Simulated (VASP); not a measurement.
# Mo (Im-3m) in VASP: a series of runs

Runs on Mo. Level: PBE. Tasks: single point.

Everything below comes from runs of VASP 6.6.1. Logs are shortened: lines on timing, memory, paths and dates and some standing lists are left out, and cuts for length are marked.

### 1 The cell of the first run

Symmetry: Im-3m, No. 229, cubic system. The conventional cell has a = 3.147 Å, b = 3.147 Å, c = 3.147 Å, α = 90.00°, β = 90.00°, γ = 90.00°. Within 3.6 Å of Mo (site symmetry m-3m) lie 14 Mo at 2.73 to 3.15 Å.

### 2 Single point, PBE, collinear spin, ferromagnetic start

INCAR reads:

```
PREC = Accurate
ENCUT = 520
EDIFF = 1E-6
ISMEAR = -1
SIGMA = 0.05
LREAL = False
LASPH = True
NELM = 150
ALGO = Normal
ISIF = 2
LWAVE = False
LCHARG = False
ISPIN = 2
MAGMOM = 0.2
LORBIT = 11
NUPDOWN = 0.2
LMAXMIX = 4
GGA = PE
NBANDS = 17
```

KPOINTS reads:

```
Automatic mesh
0
Gamma
  17 17 17
```

POSCAR reads:

```
Mo
1.0
   -1.5734150000      1.5734150000      1.5734150000
    1.5734150000     -1.5734150000      1.5734150000
    1.5734150000      1.5734150000     -1.5734150000
Mo
1
Direct
    0.0000000000      0.0000000000      0.0000000000
```

Potentials or basis: VASP PAW PBE potentials, release 64 (Mo_sv).

Launch:

```
> cat potpaw_PBE.64/Mo_sv/POTCAR > POTCAR
> mpirun -np 1 vasp_std > vasp.out
```

OUTCAR:

```text
PREC = Accurate
   ENCUT = 520
   EDIFF = 1E-6
   ISMEAR = -1
   LREAL = False
   LASPH = True
   NELM = 150
   ISIF = 2
   ISPIN = 2
   LORBIT = 11
   NUPDOWN = 0.2
   GGA = PE

 ion  position               nearest neighbor table
   1  0.000  0.000  0.000-

  LATTYP: Found a body centered cubic cell.
 ALAT       =     3.1468300000

  Lattice vectors:

 A1 = (  -1.5734150000,   1.5734150000,   1.5734150000)
 A2 = (   1.5734150000,  -1.5734150000,   1.5734150000)
 A3 = (   1.5734150000,   1.5734150000,  -1.5734150000)

Analysis of symmetry for initial positions (statically):
=====================================================================
 Subroutine PRICEL returns:
 Original cell was already a primitive cell.

 Routine SETGRP: Setting up the symmetry group for a
 body centered cubic supercell.

 Subroutine GETGRP returns: Found 48 space group operations
 (whereof 48 operations were pure point group operations)
 out of a pool of 48 trial point group operations.

The static configuration has the point symmetry O_h .

Analysis of symmetry for dynamics (positions and initial velocities):
=====================================================================
 Subroutine PRICEL returns:
 Original cell was already a primitive cell.

 Routine SETGRP: Setting up the symmetry group for a
 body centered cubic supercell.

 Subroutine GETGRP returns: Found 48 space group operations
 (whereof 48 operations were pure point group operations)
 out of a pool of 48 trial point group operations.

The dynamic configuration has the point symmetry O_h .

Analysis of structural, dynamic, and magnetic symmetry:
=====================================================================
 Subroutine PRICEL returns:
 Original cell was already a primitive cell.

 Routine SETGRP: Setting up the symmetry group for a
 body centered cubic supercell.

 Subroutine GETGRP returns: Found 48 space group operations
 (whereof 48 operations were pure point group operations)
 out of a pool of 48 trial point group operations.

The overall configuration has the point symmetry O_h .

 Subroutine INISYM returns: Found 48 space group operations
 (whereof 48 operations are pure point group operations),
 and found     1 'primitive' translations

----------------------------------------------------------------------------------------

                                     Primitive cell

  volume of cell :      15.5808

  direct lattice vectors                    reciprocal lattice vectors
    -1.573415000  1.573415000  1.573415000     0.000000000  0.317780115  0.317780115
     1.573415000 -1.573415000  1.573415000     0.317780115  0.000000000  0.317780115
     1.573415000  1.573415000 -1.573415000     0.317780115  0.317780115  0.000000000

  length of vectors
     2.725234721  2.725234721  2.725234721     0.449408949  0.449408949  0.449408949

  position of ions in fractional coordinates (direct lattice)
     0.000000000  0.000000000  0.000000000

  ion indices of the primitive-cell ions
   primitive index   ion index
                 1           1

----------------------------------------------------------------------------------------

 KPOINTS: Automatic mesh

Automatic generation of k-mesh.
 Grid dimensions read from file:
 generate k-points for:   17   17   17

 Generating k-lattice:

  Cartesian coordinates                     Fractional coordinates (reciprocal lattice)
     0.000000000  0.018692948  0.018692948     0.058823529  0.000000000  0.000000000
     0.018692948  0.000000000  0.018692948     0.000000000  0.058823529  0.000000000
     0.018692948  0.018692948  0.000000000     0.000000000  0.000000000  0.058823529

  Length of vectors
     0.026435821  0.026435821  0.026435821

  Shift w.r.t. Gamma in fractional coordinates (k-lattice)
     0.000000000  0.000000000  0.000000000

 Subroutine IBZKPT returns following result:
 ===========================================

 Found    165 irreducible k-points:

 Following reciprocal coordinates:
            Coordinates               Weight
  0.000000  0.000000  0.000000      1.000000
  0.058824  0.000000  0.000000     12.000000
  0.117647  0.000000  0.000000     12.000000
  0.176471  0.000000  0.000000     12.000000
  0.235294  0.000000  0.000000     12.000000
  0.294118  0.000000  0.000000     12.000000
[... 16 lines left out ...]
  0.411765  0.117647  0.000000     48.000000
  0.176471  0.176471  0.000000     24.000000
 [... further k-points ...]
   k-points           NKPTS =    165   k-points in BZ     NKDIM =    165   number of bands    NBANDS=     17
   number of dos      NEDOS =    301   number of ions     NIONS =      1
   total plane-waves  NPLWV =   8000
   dimension x,y,z NGX =    20 NGY =   20 NGZ =   20
   dimension x,y,z NGXF=    40 NGYF=   40 NGZF=   40
   ions per type =               1
   NGX,Y,Z   is equivalent  to a cutoff of  12.20, 12.20, 12.20 a.u.
   NGXF,Y,Z  is equivalent  to a cutoff of  24.40, 24.40, 24.40 a.u.
 SYSTEM =  unknown system
   PREC   = accura    normal or accurate (medium, high low for compatibility)
   ISTART =      0    job   : 0-new  1-cont  2-samecut
   ICHARG =      2    charge: 1-file 2-atom 10-const
   ISPIN  =      2    spin polarized calculation?
   LNONCOLLINEAR =      F non collinear calculations
   LSORBIT =      F    spin-orbit coupling
   LASPH  =      T    aspherical Exc in radial PAW
   ENCUT  =  520.0 eV  38.22 Ry    6.18 a.u.   5.07  5.07  5.07*2*pi/ulx,y,z
   NELM   =    150;   NELMIN=  2; NELMDL= -5     # of ELM steps
   EDIFF  = 0.1E-05   stopping-criterion for ELM
   LREAL  =      F    real-space projection
   EDIFFG = 0.1E-04   stopping-criterion for IOM
   NSW    =      0    number of steps for IOM
   IBRION =     -1    ionic relax: 0-MD 1-quasi-New 2-CG
   NFREE  =      0    steps in history (QN), initial steepest desc. (CG)
   ISIF   =      2    stress and relaxation
   ISYM   =      2    0-nonsym 1-usesym 2-fastsym
   POTIM  = 0.5000    time-step for ionic-motion
   TEBEG  =    0.0;   TEEND  =   0.0 temperature during run
   PSTRESS=    0.0 pullay stress
   NELECT =      14.0000    total number of electrons
   NUPDOWN=       0.2000    fix difference up-down
   EMIN   =  10.00;   EMAX   =-10.00  energy-range for DOS
   EFERMI =   0.00;   METHOD = LEGACY
   ISMEAR =    -1;   SIGMA  =   0.05  broadening in eV -4-tet -1-fermi 0-gaus
   EFERMI_NEDOS =   21; number of points for ismear=-14 and -15
   IALGO  =     38    algorithm
   IMIX   =      4    mixing-type and parameters
     AMIX     =   0.40;   BMIX     =  1.00
     AMIX_MAG =   1.60;   BMIX_MAG =  1.00
  volume/ion in A,a.u.               =      15.58       105.14
  Fermi-wavevector in a.u.,A,eV,Ry     =   1.579747  2.985289 33.954710  2.495601
  Thomas-Fermi vector in A             =   2.680079
   LORBIT       =     11    0 simple, 1 ext, 2 COOP (PROOUT), +10 PAW based schemes
   GGA     = PE    functional components
   LHFCALC =     F    Hartree Fock is set to
   AEXX    =    0.0000 exact exchange contribution
   IVDW    =     0    specifies the selected vdW correction
   LEPSILON=     F    determine dielectric tensor
   LRPA    =     F    only Hartree local field effects (RPA)
 spin polarized calculation
  energy-cutoff  :      520.00
  volume of cell :       15.58
 maximum number of plane-waves:       430
   NGX = 11   NGY = 11   NGZ = 11

 number of electron      14.0000001 magnetization       0.2000000

 Free energy of the ion-electron system (eV)
  ---------------------------------------------------
  ext. energy  EPLUGINS =         0.00000000
  ---------------------------------------------------
  free energy    TOTEN  =       -10.90732003 eV

  energy without entropy =      -10.90039324  energy(sigma->0) =      -10.90385664

 E-fermi :  12.3819     XC(G=0): -13.4075

 val. band max:       12.8885078454   @ k =  -0.4706  -0.4706   0.2941
 cond. band min:      12.3833820218   @ k =   0.0588   0.0588   0.0588
 fundamental gap:     -0.5051258236
 Fermi energy:        12.8907322177

 spin component 1

 k-point     1 :       0.0000    0.0000    0.0000
  band No.  band energies     occupation
      1     -48.6783      1.00000
      2     -21.9409      1.00000
      3     -21.9409      1.00000
      4     -21.9409      1.00000
      5       5.3411      1.00000
      6      11.2115      1.00000
[... 9 lines left out ...]
     16      42.5708      0.00000
     17      42.5708      0.00000

 k-point     2 :       0.0588    0.0000    0.0000
  band No.  band energies     occupation
      1     -48.6694      1.00000
      2     -21.9922      1.00000
      3     -21.9567      1.00000
      4     -21.9413      1.00000
      5       5.4954      1.00000
      6      11.1242      1.00000
[... 9 lines left out ...]
     16      42.3843      0.00000
     17      42.5153      0.00000
[... 421 lines left out ...]
 k-point    24 :       0.1765    0.1765    0.0000
  band No.  band energies     occupation
      1     -48.4975      1.00000
      2     -22.8505      1.00000
      3     -22.2433      1.00000
      4     -22.0357      1.00000
      5       8.1072      1.00000
      6       9.9938      1.00000
[... 9 lines left out ...]
     16      40.7711      0.00000
     17      41.5309      0.00000

 [... further k-points ...]

 spin component 2

 k-point     1 :       0.0000    0.0000    0.0000
  band No.  band energies     occupation
      1     -48.5759      1.00000
      2     -21.8318      1.00000
      3     -21.8318      1.00000
      4     -21.8318      1.00000
      5       5.4592      1.00000
      6      11.3486      1.00000
[... 9 lines left out ...]
     16      42.6868      0.00000
     17      42.6868      0.00000

 k-point     2 :       0.0588    0.0000    0.0000
  band No.  band energies     occupation
      1     -48.5670      1.00000
      2     -21.8830      1.00000
      3     -21.8476      1.00000
      4     -21.8322      1.00000
      5       5.6135      1.00000
      6      11.2612      1.00000
[... 9 lines left out ...]
     16      42.5010      0.00000
     17      42.6309      0.00000
[... 421 lines left out ...]
 k-point    24 :       0.1765    0.1765    0.0000
  band No.  band energies     occupation
      1     -48.3956      1.00000
      2     -22.7394      1.00000
      3     -22.1335      1.00000
      4     -21.9265      1.00000
      5       8.2287      1.00000
      6      10.1205      1.00000
[... 9 lines left out ...]
     16      40.8992      0.00000
     17      41.6573      0.00000

 [... further k-points ...]
[... 5 lines left out ...]
  --------------------------------------------------------------------------------------
  -------------------------------------------------------------------------------------
  Total        0.4168988      0.4168988      0.4168988     -0.0000000      0.0000000     -0.0000000
  in kB       42.8697904     42.8697904     42.8697904     -0.0000000      0.0000000     -0.0000000
  external PRESSURE =      42.8697904 kB  Pullay stress =       0.0000000 kB

 VOLUME and BASIS-vectors are now :
 -----------------------------------------------------------------------------
  energy-cutoff  :      520.00
  volume of cell :       15.58
      direct lattice vectors                 reciprocal lattice vectors
    -1.573415000  1.573415000  1.573415000     0.000000000  0.317780115  0.317780115
     1.573415000 -1.573415000  1.573415000     0.317780115  0.000000000  0.317780115
     1.573415000  1.573415000 -1.573415000     0.317780115  0.317780115  0.000000000

 POSITION                                       TOTAL-FORCE (eV/Angst)
 -----------------------------------------------------------------------------------
      0.00000      0.00000      0.00000        -0.000000     -0.000000      0.000000
 -----------------------------------------------------------------------------------
    total drift:                                0.000000      0.000000      0.000000

  FREE ENERGIE OF THE ION-ELECTRON SYSTEM (eV)
  ---------------------------------------------------
  free  energy   TOTEN  =       -10.9073200298 eV

  energy  without entropy=      -10.9003932436  energy(sigma->0) =      -10.90385664

 total charge

# of ion       s       p       d       tot
------------------------------------------
    1        2.383   6.205   3.921  12.509

 magnetization (x)

# of ion       s       p       d       tot
------------------------------------------
    1        0.003   0.014   0.143   0.160
```

Wall time 26 s (1 thread of Intel Xeon 6975P-C (Granite Rapids), shared host); peak memory 0.17 GiB.

Results:

```yaml
Free_energy: -10.9073 eV
Pressure: 4.3 GPa
Net_moment: 0.20 μB per cell
Site_moments: Mo +0.16 μB
Valence_electrons_inside_the_program's_atomic_spheres: Mo 12.51
```

Caveat: the total moment is fixed, so each spin has its own Fermi level.

### 3 Single point, PBE, collinear spin, ferromagnetic start

INCAR reads:

```
SYSTEM = Mo
ALGO = Normal
EDIFF = 1E-7
ENCUT = 520
GGA = PE
ISIF = 2
ISMEAR = -1
ISPIN = 2
LASPH = .TRUE.
LCHARG = .FALSE.
LMAXMIX = 4
LORBIT = 11
LREAL = .FALSE.
LWAVE = .FALSE.
MAGMOM = 0.2
NBANDS = 17
NELM = 150
NUPDOWN = 0.2
PREC = Accurate
SIGMA = 0.05
```

KPOINTS reads:

```
k-points
0
G
  17 17 17
  0 0 0
```

POSCAR is that of step 2.

Potentials or basis: VASP PAW PBE potentials, release 64 (Mo_sv).

Launch:

```
> cat potpaw_PBE.64/Mo_sv/POTCAR > POTCAR
> mpirun -np 1 vasp_std > vasp.out
```

Wall time 26 s (1 thread of Intel Xeon 6975P-C (Granite Rapids), shared host); peak memory 0.18 GiB.

Results (log left out):

* Free energy: -10.9073 eV
* Pressure: 4.3 GPa
* Net moment: 0.20 μB per cell
* Site moments: Mo +0.16 μB
* Valence electrons inside the program's atomic spheres: Mo 12.51

Caveat: the total moment is fixed, so each spin has its own Fermi level.

### 4 Single point, PBE, collinear spin, ferromagnetic start

INCAR reads:

```
SYSTEM = Mo
  PREC = Accurate
  ENCUT = 520
  EDIFF = 1E-6
  ISMEAR = -1
  SIGMA = 0.05
  LREAL = .False.
  LASPH = .True.
  NELM = 150
  ALGO = Normal
  ISIF = 2
  LWAVE = .False.
  LCHARG = .False.
  ISPIN = 2
  MAGMOM = 0.35
  LORBIT = 11
  NUPDOWN = 0.35
  LMAXMIX = 4
  GGA = PE
  NBANDS = 17
```

KPOINTS reads:

```
Automatic mesh
0
Gamma
  17 17 17
  0 0 0
```

POSCAR is that of step 3.

Launch:

```
> cat potpaw_PBE.64/Mo_sv/POTCAR > POTCAR
> mpirun -np 1 vasp_std > vasp.out
```

Run time: 26 s. Hardware: 1 thread of Intel Xeon 6975P-C (Granite Rapids), shared host; peak memory 0.18 GiB.

It converged, with:

```
Free energy                                           : -10.8551 eV
Pressure                                              : 4.6 GPa
Net moment                                            : 0.35 μB per cell
Site moments                                          : Mo +0.28 μB
Valence electrons inside the program's atomic spheres : Mo 12.52
```

Caveat: the total moment is fixed, so each spin has its own Fermi level.

### 5 Single point, PBE, collinear spin, ferromagnetic start

INCAR reads:

```
  PREC = Accurate
  ENCUT = 520
  EDIFF = 1E-6
  ISMEAR = -1
  SIGMA = 0.05
  LREAL = F
  LASPH = T
  NELM = 150
  ALGO = Normal
  ISIF = 2
  LWAVE = F
  LCHARG = F
  ISPIN = 2
  MAGMOM = 0.5
  LORBIT = 11
  NUPDOWN = 0.5
  LMAXMIX = 4
  GGA = PE
  NBANDS = 17
```

KPOINTS reads:

```
regular mesh
0
Gamma
  17 17 17
```

POSCAR is that of step 4.

Launch:

```
> cat potpaw_PBE.64/Mo_sv/POTCAR > POTCAR
> mpirun -np 1 vasp_std > vasp.out
```

Run time: 29 s. Hardware: 1 thread of Intel Xeon 6975P-C (Granite Rapids), shared host; peak memory 0.17 GiB.

The run converged. Its results:

```
Free energy                                           : -10.7763 eV
Pressure                                              : 5.4 GPa
Net moment                                            : 0.50 μB per cell
Site moments                                          : Mo +0.41 μB
Valence electrons inside the program's atomic spheres : Mo 12.52
```

Caveat: the total moment is fixed, so each spin has its own Fermi level.

### 6 The runs side by side

```csv
fixed moment (μB),pressure (GPa),moment (μB)
0.2,4.3,0.20
0.35,4.6,0.35
0.5,5.4,0.50
```

Alike in all rows: task single point; level PBE; potentials or basis VASP PAW PBE potentials, release 64 (Mo_sv); spin collinear, ferromagnetic start; cell as given; k mesh 17 × 17 × 17; cutoff (eV) 520; smearing fermi-dirac 0.05 eV.

Caveats: the total moment is fixed, so each spin has its own Fermi level.

Absolute energies hang on the potentials; compare differences alone.
